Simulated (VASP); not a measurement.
# Ta4Rh (Im-3m) in VASP: relaxation of cell and atoms with PBE

Aim: the relaxation of cell and atoms of Ta4Rh with PBE.

Everything below comes from runs of VASP 6.6.1. Logs are shortened: lines on timing, memory, paths and dates and some standing lists are left out, and cuts for length are marked.

## (1) The cell of the first run

It takes space group Im-3m (No. 229, cubic). Conventional cell: a = 5.950 Å, b = 5.950 Å, c = 5.950 Å, α = 90.00°, β = 90.00°, γ = 90.00°. Within 3.4 Å of Ta (site symmetry -3m) lie 2 Rh at 2.58 Å and 6 Ta at 2.98 Å. Rh (site symmetry m-3m) has 8 Ta at 2.58 Å within 3.4 Å.

The cell was built from a structure type or drawn by symmetry, and may not be a known phase.

## (2) Relaxation of cell and atoms, PBE

Input file INCAR:

```
ALGO = Fast ; EDIFF = 1E-7
EDIFFG = -0.01 ; ENCUT = 600
GGA = PE ; IBRION = 2
ISIF = 3 ; ISMEAR = 0
LASPH = T ; LCHARG = F
LREAL = F ; LWAVE = F
NELM = 60 ; NSW = 100
PREC = Accurate ; SIGMA = 0.1
```

Input file KPOINTS:

```
k-points
0
Gamma
  10 10 10
```

Input file POSCAR:

```
Ta4Rh
1.0
   -2.9750679743      2.9750679743      2.9750679743
    2.9750679743     -2.9750679743      2.9750679743
    2.9750679743      2.9750679743     -2.9750679743
Ta Rh
4 1
Direct
    0.0000000000      0.0000000000      0.5000000000
    0.0000000000      0.5000000000      0.0000000000
    0.5000000000      0.0000000000      0.0000000000
    0.5000000000      0.5000000000      0.5000000000
    0.0000000000      0.0000000000      0.0000000000
```

Potentials or basis: VASP PAW PBE potentials, release 64 (Ta_pv, Rh_pv).

On the command line:

```sh
> cat potpaw_PBE.64/Ta_pv/POTCAR potpaw_PBE.64/Rh_pv/POTCAR > POTCAR
> mpirun -np 1 vasp_std > vasp.out
```

OUTCAR:

```text
EDIFF = 1E-7
   EDIFFG = -0.01
   ENCUT = 600
   GGA = PE
   IBRION = 2
   ISIF = 3
   ISMEAR = 0
   LASPH = T
   LREAL = F
   NELM = 60
   NSW = 100
   PREC = Accurate

 ion  position               nearest neighbor table
   1  0.000  0.000  0.500-   5 2.58   5 2.58   4 2.98   2 2.98   3 2.98   2 2.98   3 2.98   4 2.98

   2  0.000  0.500  0.000-   5 2.58   5 2.58   4 2.98   1 2.98   3 2.98   1 2.98   4 2.98   3 2.98

   3  0.500  0.000  0.000-   5 2.58   5 2.58   4 2.98   1 2.98   4 2.98   2 2.98   1 2.98   2 2.98

   4  0.500  0.500  0.500-   5 2.58   5 2.58   3 2.98   1 2.98   3 2.98   2 2.98   1 2.98   2 2.98

   5  0.000  0.000  0.000-   1 2.58   2 2.58   3 2.58   4 2.58   1 2.58   2 2.58   3 2.58   4 2.58

  LATTYP: Found a body centered cubic cell.
 ALAT       =     5.9501359486

  Lattice vectors:

 A1 = (  -2.9750679743,   2.9750679743,   2.9750679743)
 A2 = (   2.9750679743,  -2.9750679743,   2.9750679743)
 A3 = (   2.9750679743,   2.9750679743,  -2.9750679743)

Analysis of symmetry for initial positions (statically):
=====================================================================
 Subroutine PRICEL returns:
 Original cell was already a primitive cell.

 Routine SETGRP: Setting up the symmetry group for a
 body centered cubic supercell.

 Subroutine GETGRP returns: Found 48 space group operations
 (whereof 48 operations were pure point group operations)
 out of a pool of 48 trial point group operations.

The static configuration has the point symmetry O_h .

Analysis of symmetry for dynamics (positions and initial velocities):
=====================================================================
 Subroutine PRICEL returns:
 Original cell was already a primitive cell.

 Routine SETGRP: Setting up the symmetry group for a
 body centered cubic supercell.

 Subroutine GETGRP returns: Found 48 space group operations
 (whereof 48 operations were pure point group operations)
 out of a pool of 48 trial point group operations.

The dynamic configuration has the point symmetry O_h .

 Subroutine INISYM returns: Found 48 space group operations
 (whereof 48 operations are pure point group operations),
 and found     1 'primitive' translations

----------------------------------------------------------------------------------------

                                     Primitive cell

  volume of cell :     105.3297

  direct lattice vectors                    reciprocal lattice vectors
    -2.975067974  2.975067974  2.975067974     0.000000000  0.168063387  0.168063387
     2.975067974 -2.975067974  2.975067974     0.168063387  0.000000000  0.168063387
     2.975067974  2.975067974 -2.975067974     0.168063387  0.168063387  0.000000000

  length of vectors
     5.152968887  5.152968887  5.152968887     0.237677521  0.237677521  0.237677521

  position of ions in fractional coordinates (direct lattice)
     0.000000000  0.000000000  0.500000000
     0.000000000  0.500000000  0.000000000
     0.500000000  0.000000000  0.000000000
     0.500000000  0.500000000  0.500000000
     0.000000000  0.000000000  0.000000000

  ion indices of the primitive-cell ions
   primitive index   ion index
                 1           1
                 2           2
                 3           3
                 4           4
                 5           5

----------------------------------------------------------------------------------------

 KPOINTS: k-points

Automatic generation of k-mesh.
 Grid dimensions read from file:
 generate k-points for:   10   10   10

 Generating k-lattice:

  Cartesian coordinates                     Fractional coordinates (reciprocal lattice)
     0.000000000  0.016806339  0.016806339     0.100000000  0.000000000  0.000000000
     0.016806339  0.000000000  0.016806339     0.000000000  0.100000000  0.000000000
     0.016806339  0.016806339  0.000000000     0.000000000  0.000000000  0.100000000

  Length of vectors
     0.023767752  0.023767752  0.023767752

  Shift w.r.t. Gamma in fractional coordinates (k-lattice)
     0.000000000  0.000000000  0.000000000

 Subroutine IBZKPT returns following result:
 ===========================================

 Found     47 irreducible k-points:

 Following reciprocal coordinates:
            Coordinates               Weight
  0.000000  0.000000  0.000000      1.000000
  0.100000  0.000000  0.000000     12.000000
  0.200000  0.000000  0.000000     12.000000
  0.300000  0.000000  0.000000     12.000000
  0.400000  0.000000  0.000000     12.000000
  0.500000  0.000000  0.000000      6.000000
[... 16 lines left out ...]
  0.300000  0.300000  0.100000      8.000000
 -0.300000  0.300000  0.100000     24.000000
 [... further k-points ...]
   k-points           NKPTS =     47   k-points in BZ     NKDIM =     47   number of bands    NBANDS=     35
   number of dos      NEDOS =    301   number of ions     NIONS =      5
   total plane-waves  NPLWV =  74088
   dimension x,y,z NGX =    42 NGY =   42 NGZ =   42
   dimension x,y,z NGXF=    84 NGYF=   84 NGZF=   84
   ions per type =               4   1
   NGX,Y,Z   is equivalent  to a cutoff of  13.55, 13.55, 13.55 a.u.
   NGXF,Y,Z  is equivalent  to a cutoff of  27.10, 27.10, 27.10 a.u.
 SYSTEM =  unknown system
   PREC   = accura    normal or accurate (medium, high low for compatibility)
   ISTART =      0    job   : 0-new  1-cont  2-samecut
   ICHARG =      2    charge: 1-file 2-atom 10-const
   ISPIN  =      1    spin polarized calculation?
   LNONCOLLINEAR =      F non collinear calculations
   LSORBIT =      F    spin-orbit coupling
   LASPH  =      T    aspherical Exc in radial PAW
   ENCUT  =  600.0 eV  44.10 Ry    6.64 a.u.  10.29 10.29 10.29*2*pi/ulx,y,z
   NELM   =     60;   NELMIN=  2; NELMDL= -5     # of ELM steps
   EDIFF  = 0.1E-06   stopping-criterion for ELM
   LREAL  =      F    real-space projection
   EDIFFG = -.1E-01   stopping-criterion for IOM
   NSW    =    100    number of steps for IOM
   IBRION =      2    ionic relax: 0-MD 1-quasi-New 2-CG
   NFREE  =      1    steps in history (QN), initial steepest desc. (CG)
   ISIF   =      3    stress and relaxation
   ISYM   =      2    0-nonsym 1-usesym 2-fastsym
   POTIM  = 0.5000    time-step for ionic-motion
   TEBEG  =    0.0;   TEEND  =   0.0 temperature during run
   PSTRESS=    0.0 pullay stress
   NELECT =      59.0000    total number of electrons
   NUPDOWN=      -1.0000    fix difference up-down
   EMIN   =  10.00;   EMAX   =-10.00  energy-range for DOS
   EFERMI =   0.00;   METHOD = LEGACY
   ISMEAR =     0;   SIGMA  =   0.10  broadening in eV -4-tet -1-fermi 0-gaus
   EFERMI_NEDOS =   21; number of points for ismear=-14 and -15
   IALGO  =     68    algorithm
   IMIX   =      4    mixing-type and parameters
     AMIX     =   0.40;   BMIX     =  1.00
     AMIX_MAG =   1.60;   BMIX_MAG =  1.00
  volume/ion in A,a.u.               =      21.07       142.16
  Fermi-wavevector in a.u.,A,eV,Ry     =   1.349507  2.550199 24.778526  1.821170
  Thomas-Fermi vector in A             =   2.477089
   LORBIT       =      0    0 simple, 1 ext, 2 COOP (PROOUT), +10 PAW based schemes
   GGA     = PE    functional components
   LHFCALC =     F    Hartree Fock is set to
   AEXX    =    0.0000 exact exchange contribution
   IVDW    =     0    specifies the selected vdW correction
   LEPSILON=     F    determine dielectric tensor
   LRPA    =     F    only Hartree local field effects (RPA)
 conjugate gradient relaxation of ions
 non-spin polarized calculation
 RMM-DIIS sequential band-by-band and
 Gauss-broadening in eV      SIGMA  =   0.10
  energy-cutoff  :      600.00
  volume of cell :      105.33
 maximum number of plane-waves:      3564
 NGX is ok and might be reduce to    42
   NGX = 21   NGY = 21   NGZ = 21

--------------------------------------- Ionic step        1  -------------------------------------------

 number of electron      59.0000007 magnetization

 Free energy of the ion-electron system (eV)
  ---------------------------------------------------
  ext. energy  EPLUGINS =         0.00000000
  ---------------------------------------------------
  free energy    TOTEN  =       -50.32984756 eV

  energy without entropy =      -50.29882373  energy(sigma->0) =      -50.31433565

------------------------ aborting loop because EDIFF is reached ----------------------------------------

  FORCE on cell =-STRESS in cart. coord.  units (eV):
  Direction    XX          YY          ZZ          XY          YZ          ZX
  --------------------------------------------------------------------------------------
  -------------------------------------------------------------------------------------
  Total        0.2643387      0.2643387      0.2643387     -0.0000000     -0.0000000      0.0000000
  in kB        4.0208753      4.0208753      4.0208753     -0.0000000     -0.0000000      0.0000000
  external PRESSURE =       4.0208753 kB  Pullay stress =       0.0000000 kB
[... 63 lines left out ...]
  energy  without entropy=      -50.2977359284  energy(sigma->0) =      -50.31324769

--------------------------------------- Ionic step        3  -------------------------------------------

 number of electron      59.0000008 magnetization

 Free energy of the ion-electron system (eV)
  ---------------------------------------------------
  ext. energy  EPLUGINS =         0.00000000
  ---------------------------------------------------
  free energy    TOTEN  =       -50.33016734 eV

  energy without entropy =      -50.29914375  energy(sigma->0) =      -50.31465554

 E-fermi :   5.0927     XC(G=0): -11.5837

 val. band max:        5.0914571922   @ k =  -0.3000   0.4000   0.1000
 cond. band min:       5.0966728355   @ k =   0.1000   0.1000   0.1000
 fundamental gap:      0.0052156433
 Fermi energy:         5.0926555099

 k-point     1 :       0.0000    0.0000    0.0000
  band No.  band energies     occupation
      1     -42.3408      2.00000
      2     -42.3408      2.00000
      3     -42.3408      2.00000
      4     -29.6413      2.00000
      5     -29.6413      2.00000
      6     -29.6413      2.00000
[... 901 lines left out ...]
     34       6.6344      0.00000
     35       7.3453      0.00000

 [... further k-points ...]

------------------------ aborting loop because EDIFF is reached ----------------------------------------

  FORCE on cell =-STRESS in cart. coord.  units (eV):
  Direction    XX          YY          ZZ          XY          YZ          ZX
  --------------------------------------------------------------------------------------
  -------------------------------------------------------------------------------------
  Total        0.0013810      0.0013810      0.0013810      0.0000000     -0.0000000      0.0000000
  in kB        0.0209542      0.0209542      0.0209542      0.0000000     -0.0000000      0.0000000
  external PRESSURE =       0.0209542 kB  Pullay stress =       0.0000000 kB
[... 20 lines left out ...]
  FREE ENERGIE OF THE ION-ELECTRON SYSTEM (eV)
  ---------------------------------------------------
  free  energy   TOTEN  =       -50.3301673367 eV

  energy  without entropy=      -50.2991437479  energy(sigma->0) =      -50.31465554

 reached required accuracy - stopping structural energy minimisation
```

Run time: 17 min. Hardware: 1 thread of Intel Xeon Platinum 8259CL at 2.50GHz (Skylake/Cascade Lake), shared host; peak memory 0.38 GiB.

Results:

- Free energy: -50.3302 eV
- Relaxed volume: 21.12 Å³/atom
- Relaxed cell: a = 5.157 Å, b = 5.157 Å, c = 5.157 Å, α = 109.47°, β = 109.47°, γ = 109.47°
- Space group after relaxing (to 0.1 Å): Im-3m (No. 229)
- Energy gained by relaxing: 0.1 meV/atom
- Ionic steps: 3
- Pressure after relaxing: 0.0 GPa
- Band gap on the k mesh: zero (an odd number of electrons rules out a gap without spin polarisation)

The path:
| step | energy change (eV) | largest force (eV/Å) | pressure (GPa) | volume (Å³) |
| --- | --- | --- | --- | --- |
| 1 | 0.0000 | 0.0000 | 0.40 | 105.33 |
| 2 | 0.0011 | 0.0000 | -0.82 | 106.14 |
| 3 | -0.0003 | 0.0000 | 0.00 | 105.59 |

Final structure:
```
Ta Rh
1.0
    -2.97752    2.97752    2.97752
     2.97752   -2.97752    2.97752
     2.97752    2.97752   -2.97752
Ta Rh
4 1
Cartesian
  1.4888 1.4888 -1.4888
  1.4888 -1.4888 1.4888
  -1.4888 1.4888 1.4888
  1.4888 1.4888 1.4888
  0.0000 0.0000 0.0000
```

Caveat: spin-orbit coupling is left out, which moves the levels of the heavy elements.
